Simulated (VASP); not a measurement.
# Sr3Zn (Pm-3m) in VASP: single point with revPBE+D3(BJ)

Aim: the single point of Sr3Zn with revPBE+D3(BJ).

Everything below comes from runs of VASP 6.6.1. Logs are shortened: lines on timing, memory, paths and dates and some standing lists are left out, and cuts for length are marked.

## 1. The cell of the first run

It takes space group Pm-3m (No. 221, cubic). Conventional cell: a = 5.480 Å, b = 5.480 Å, c = 5.480 Å, α = 90.00°, β = 90.00°, γ = 90.00°. Within 5.1 Å of Sr (site symmetry 4/mmm) lie 8 Sr at 3.87 Å and 4 Zn at 3.87 Å. Within 5.1 Å of Zn (site symmetry m-3m) lie 12 Sr at 3.87 Å.

## 2. Single point, revPBE+D3(BJ)

INCAR

```
PREC = Accurate
ENCUT = 520
EDIFF = 1E-6
ISMEAR = 1
SIGMA = 0.2
LREAL = F
LASPH = T
NELM = 80
ALGO = Normal
ISIF = 2
LWAVE = F
LCHARG = T
GGA = RE
IVDW = 12
LELF = T
LVHAR = T
NBANDS = 29
```

KPOINTS

```
regular mesh
0
Gamma
  5 5 5
```

POSCAR

```
Sr3Zn
1.0
    5.4799420000      0.0000000000      0.0000000000
    0.0000000000      5.4799420000      0.0000000000
    0.0000000000      0.0000000000      5.4799420000
Sr Zn
3 1
Direct
    0.5000000000      0.0000000000      0.5000000000
    0.5000000000      0.5000000000      0.0000000000
    0.0000000000      0.5000000000      0.5000000000
    0.0000000000      0.0000000000      0.0000000000
```

Potentials or basis: VASP PAW PBE potentials, release 64 (Sr_sv, Zn).

Run with:

```bash
> cat potpaw_PBE.64/Sr_sv/POTCAR potpaw_PBE.64/Zn/POTCAR > POTCAR
> mpirun -np 1 vasp_std > vasp.out
```

OUTCAR:

```text
PREC = Accurate
   ENCUT = 520
   EDIFF = 1E-6
   ISMEAR = 1
   LREAL = F
   LASPH = T
   NELM = 80
   ISIF = 2
   GGA = RE
   IVDW = 12
 IVDW          = 12

 ion  position               nearest neighbor table
   1  0.500  0.000  0.500-   2 3.87   3 3.87   4 3.87   2 3.87   4 3.87   2 3.87   3 3.87   2 3.87
                             3 3.87   4 3.87   4 3.87   3 3.87
   2  0.500  0.500  0.000-   1 3.87   3 3.87   4 3.87   1 3.87   3 3.87   1 3.87   4 3.87   1 3.87
                             3 3.87   4 3.87   3 3.87   4 3.87
   3  0.000  0.500  0.500-   1 3.87   2 3.87   4 3.87   2 3.87   4 3.87   1 3.87   4 3.87   4 3.87
                             1 3.87   2 3.87   2 3.87   1 3.87
   4  0.000  0.000  0.000-   1 3.87   2 3.87   3 3.87   1 3.87   3 3.87   2 3.87   3 3.87   3 3.87
                             1 3.87   2 3.87   1 3.87   2 3.87

  LATTYP: Found a simple cubic cell.
 ALAT       =     5.4799420000

  Lattice vectors:

 A1 = (   5.4799420000,   0.0000000000,   0.0000000000)
 A2 = (   0.0000000000,   5.4799420000,   0.0000000000)
 A3 = (   0.0000000000,   0.0000000000,   5.4799420000)

Analysis of symmetry for initial positions (statically):
=====================================================================
 Subroutine PRICEL returns:
 Original cell was already a primitive cell.

 Routine SETGRP: Setting up the symmetry group for a
 simple cubic supercell.

 Subroutine GETGRP returns: Found 48 space group operations
 (whereof 48 operations were pure point group operations)
 out of a pool of 48 trial point group operations.

The static configuration has the point symmetry O_h .

Analysis of symmetry for dynamics (positions and initial velocities):
=====================================================================
 Subroutine PRICEL returns:
 Original cell was already a primitive cell.

 Routine SETGRP: Setting up the symmetry group for a
 simple cubic supercell.

 Subroutine GETGRP returns: Found 48 space group operations
 (whereof 48 operations were pure point group operations)
 out of a pool of 48 trial point group operations.

The dynamic configuration has the point symmetry O_h .

 Subroutine INISYM returns: Found 48 space group operations
 (whereof 48 operations are pure point group operations),
 and found     1 'primitive' translations

----------------------------------------------------------------------------------------

                                     Primitive cell

  volume of cell :     164.5614

  direct lattice vectors                    reciprocal lattice vectors
     5.479942000  0.000000000  0.000000000     0.182483683  0.000000000  0.000000000
     0.000000000  5.479942000  0.000000000     0.000000000  0.182483683  0.000000000
     0.000000000  0.000000000  5.479942000     0.000000000  0.000000000  0.182483683

  length of vectors
     5.479942000  5.479942000  5.479942000     0.182483683  0.182483683  0.182483683

  position of ions in fractional coordinates (direct lattice)
     0.500000000  0.000000000  0.500000000
     0.500000000  0.500000000  0.000000000
     0.000000000  0.500000000  0.500000000
     0.000000000  0.000000000  0.000000000

  ion indices of the primitive-cell ions
   primitive index   ion index
                 1           1
                 2           2
                 3           3
                 4           4

----------------------------------------------------------------------------------------

 KPOINTS: regular mesh

Automatic generation of k-mesh.
 Grid dimensions read from file:
 generate k-points for:    5    5    5

 Generating k-lattice:

  Cartesian coordinates                     Fractional coordinates (reciprocal lattice)
     0.036496737  0.000000000  0.000000000     0.200000000  0.000000000  0.000000000
     0.000000000  0.036496737  0.000000000     0.000000000  0.200000000  0.000000000
     0.000000000  0.000000000  0.036496737     0.000000000  0.000000000  0.200000000

  Length of vectors
     0.036496737  0.036496737  0.036496737

  Shift w.r.t. Gamma in fractional coordinates (k-lattice)
     0.000000000  0.000000000  0.000000000

 Subroutine IBZKPT returns following result:
 ===========================================

 Found     10 irreducible k-points:

 Following reciprocal coordinates:
            Coordinates               Weight
  0.000000  0.000000  0.000000      1.000000
  0.200000  0.000000  0.000000      6.000000
  0.400000  0.000000  0.000000      6.000000
  0.200000  0.200000  0.000000     12.000000
  0.400000  0.200000  0.000000     24.000000
  0.400000  0.400000  0.000000     12.000000
  0.200000  0.200000  0.200000      8.000000
  0.400000  0.200000  0.200000     24.000000
  0.400000  0.400000  0.200000     24.000000
  0.400000  0.400000  0.400000      8.000000
   k-points           NKPTS =     10   k-points in BZ     NKDIM =     10   number of bands    NBANDS=     29
   number of dos      NEDOS =    301   number of ions     NIONS =      4
   total plane-waves  NPLWV =  74088
   dimension x,y,z NGX =    42 NGY =   42 NGZ =   42
   dimension x,y,z NGXF=    84 NGYF=   84 NGZF=   84
   ions per type =               3   1
   NGX,Y,Z   is equivalent  to a cutoff of  12.74, 12.74, 12.74 a.u.
   NGXF,Y,Z  is equivalent  to a cutoff of  25.48, 25.48, 25.48 a.u.
 SYSTEM =  unknown system
   PREC   = accura    normal or accurate (medium, high low for compatibility)
   ISTART =      0    job   : 0-new  1-cont  2-samecut
   ICHARG =      2    charge: 1-file 2-atom 10-const
   ISPIN  =      1    spin polarized calculation?
   LNONCOLLINEAR =      F non collinear calculations
   LSORBIT =      F    spin-orbit coupling
   LASPH  =      T    aspherical Exc in radial PAW
   ENCUT  =  520.0 eV  38.22 Ry    6.18 a.u.  10.19 10.19 10.19*2*pi/ulx,y,z
   NELM   =     80;   NELMIN=  2; NELMDL= -5     # of ELM steps
   EDIFF  = 0.1E-05   stopping-criterion for ELM
   LREAL  =      F    real-space projection
   EDIFFG = 0.1E-04   stopping-criterion for IOM
   NSW    =      0    number of steps for IOM
   IBRION =     -1    ionic relax: 0-MD 1-quasi-New 2-CG
   NFREE  =      0    steps in history (QN), initial steepest desc. (CG)
   ISIF   =      2    stress and relaxation
   ISYM   =      2    0-nonsym 1-usesym 2-fastsym
   POTIM  = 0.5000    time-step for ionic-motion
   TEBEG  =    0.0;   TEEND  =   0.0 temperature during run
   PSTRESS=    0.0 pullay stress
   NELECT =      42.0000    total number of electrons
   NUPDOWN=      -1.0000    fix difference up-down
   EMIN   =  10.00;   EMAX   =-10.00  energy-range for DOS
   EFERMI =   0.00;   METHOD = LEGACY
   ISMEAR =     1;   SIGMA  =   0.20  broadening in eV -4-tet -1-fermi 0-gaus
   EFERMI_NEDOS =   21; number of points for ismear=-14 and -15
   IALGO  =     38    algorithm
   IMIX   =      4    mixing-type and parameters
     AMIX     =   0.40;   BMIX     =  1.00
     AMIX_MAG =   1.60;   BMIX_MAG =  1.00
  volume/ion in A,a.u.               =      41.14       277.63
  Fermi-wavevector in a.u.,A,eV,Ry     =   1.038441  1.962370 14.671984  1.078360
  Thomas-Fermi vector in A             =   2.172926
   LORBIT       =      0    0 simple, 1 ext, 2 COOP (PROOUT), +10 PAW based schemes
   GGA     = RE    functional components
   LHFCALC =     F    Hartree Fock is set to
   AEXX    =    0.0000 exact exchange contribution
   IVDW    =    12    specifies the selected vdW correction
   LEPSILON=     F    determine dielectric tensor
   LRPA    =     F    only Hartree local field effects (RPA)
 non-spin polarized calculation
 Methfessel and Paxton  Order N= 1 SIGMA  =   0.20
  energy-cutoff  :      520.00
  volume of cell :      164.56
 maximum number of plane-waves:      4447
 NGX is ok and might be reduce to    42
   NGX = 21   NGY = 21   NGZ = 21

 number of electron      41.9999978 magnetization

 Free energy of the ion-electron system (eV)
  ---------------------------------------------------
  ext. energy  EPLUGINS =         0.00000000
  ---------------------------------------------------
  free energy    TOTEN  =        -4.91439106 eV

  energy without entropy =       -4.89790199  energy(sigma->0) =       -4.90889470

 E-fermi :   1.9216     XC(G=0):  -7.9641

 val. band max:        1.8894573412   @ k =   0.4000   0.2000   0.2000
 cond. band min:       1.9333355442   @ k =   0.2000   0.2000   0.2000
 fundamental gap:      0.0438782029
 Fermi energy:         1.9216129233

 k-point     1 :       0.0000    0.0000    0.0000
  band No.  band energies     occupation
      1     -34.4676      2.00000
      2     -34.4177      2.00000
      3     -34.4177      2.00000
      4     -16.6243      2.00000
      5     -16.6243      2.00000
      6     -16.6243      2.00000
[... 21 lines left out ...]
     28       4.6253     -0.00000
     29       5.6700     -0.00000

 k-point     2 :       0.2000    0.0000    0.0000
  band No.  band energies     occupation
      1     -34.4634      2.00000
      2     -34.4219      2.00000
      3     -34.4177      2.00000
      4     -16.6068      2.00000
      5     -16.6068      2.00000
      6     -16.5971      2.00000
[... 21 lines left out ...]
     28       4.6975     -0.00000
     29       5.3493     -0.00000

 k-point     3 :       0.4000    0.0000    0.0000
  band No.  band energies     occupation
      1     -34.4537      2.00000
      2     -34.4316      2.00000
      3     -34.4176      2.00000
      4     -16.5702      2.00000
      5     -16.5702      2.00000
      6     -16.5238      2.00000
[... 21 lines left out ...]
     28       4.2323     -0.00000
     29       4.8380     -0.00000

 k-point     4 :       0.2000    0.2000    0.0000
  band No.  band energies     occupation
      1     -34.4596      2.00000
      2     -34.4234      2.00000
      3     -34.4199      2.00000
      4     -16.6178      2.00000
      5     -16.5886      2.00000
      6     -16.5519      2.00000
[... 149 lines left out ...]
     28       4.6783     -0.00000
     29       5.1771     -0.00000

 k-point     9 :       0.4000    0.4000    0.2000
  band No.  band energies     occupation
      1     -34.4409      2.00000
      2     -34.4326      2.00000
      3     -34.4290      2.00000
      4     -16.6555      2.00000
      5     -16.5850      2.00000
      6     -16.5361      2.00000
[... 21 lines left out ...]
     28       4.8497     -0.00000
     29       5.0759     -0.00000

 k-point    10 :       0.4000    0.4000    0.4000
  band No.  band energies     occupation
      1     -34.4373      2.00000
      2     -34.4325      2.00000
      3     -34.4325      2.00000
      4     -16.7110      2.00000
      5     -16.5865      2.00000
      6     -16.5841      2.00000
[... 21 lines left out ...]
     28       4.6711     -0.00000
     29       5.1318     -0.00000

------------------------ aborting loop because EDIFF is reached ----------------------------------------

 Edisp (eV)   -1.63851

 E8    (eV) :    -1.2359

  FORCE on cell =-STRESS in cart. coord.  units (eV):
  Direction    XX          YY          ZZ          XY          YZ          ZX
  --------------------------------------------------------------------------------------
  -------------------------------------------------------------------------------------
  Total      -0.76693    -0.76693    -0.76693     0.00000    -0.00000     0.00000
  in kB      -7.46690    -7.46690    -7.46690     0.00000    -0.00000     0.00000
  external pressure =       -7.47 kB  Pullay stress =        0.00 kB

 VOLUME and BASIS-vectors are now :
 -----------------------------------------------------------------------------
  energy-cutoff  :      520.00
  volume of cell :      164.56
      direct lattice vectors                 reciprocal lattice vectors
     5.479942000  0.000000000  0.000000000     0.182483683  0.000000000  0.000000000
     0.000000000  5.479942000  0.000000000     0.000000000  0.182483683  0.000000000
     0.000000000  0.000000000  5.479942000     0.000000000  0.000000000  0.182483683

 POSITION                                       TOTAL-FORCE (eV/Angst)
 -----------------------------------------------------------------------------------
      2.73997      0.00000      2.73997         0.000000      0.000000      0.000000
      2.73997      2.73997      0.00000         0.000000      0.000000      0.000000
      0.00000      2.73997      2.73997         0.000000      0.000000      0.000000
      0.00000      0.00000      0.00000         0.000000      0.000000      0.000000
 -----------------------------------------------------------------------------------
    total drift:                                0.000000     -0.000000     -0.000000

  FREE ENERGIE OF THE ION-ELECTRON SYSTEM (eV)
  ---------------------------------------------------
  free  energy   TOTEN  =        -6.5528998792 eV

  energy  without entropy=       -6.5364108111  energy(sigma->0) =       -6.54740352
```

Run time: 43 s. Hardware: 1 thread of Intel Xeon Platinum 8259CL at 2.50GHz (Skylake/Cascade Lake), shared host; peak memory 0.27 GiB.

Results:

| Quantity | Value |
| --- | --- |
| Free energy | -6.5529 eV |
| Pressure | -0.7 GPa |
| Band gap on the k mesh | zero (bands 21 and 22 overlap by 0.45 eV) |
| Dispersion energy per atom | -0.410 eV |

Caveat: three body term missing; the PAW data sets were made with another functional, which shifts forces and pressure a little.
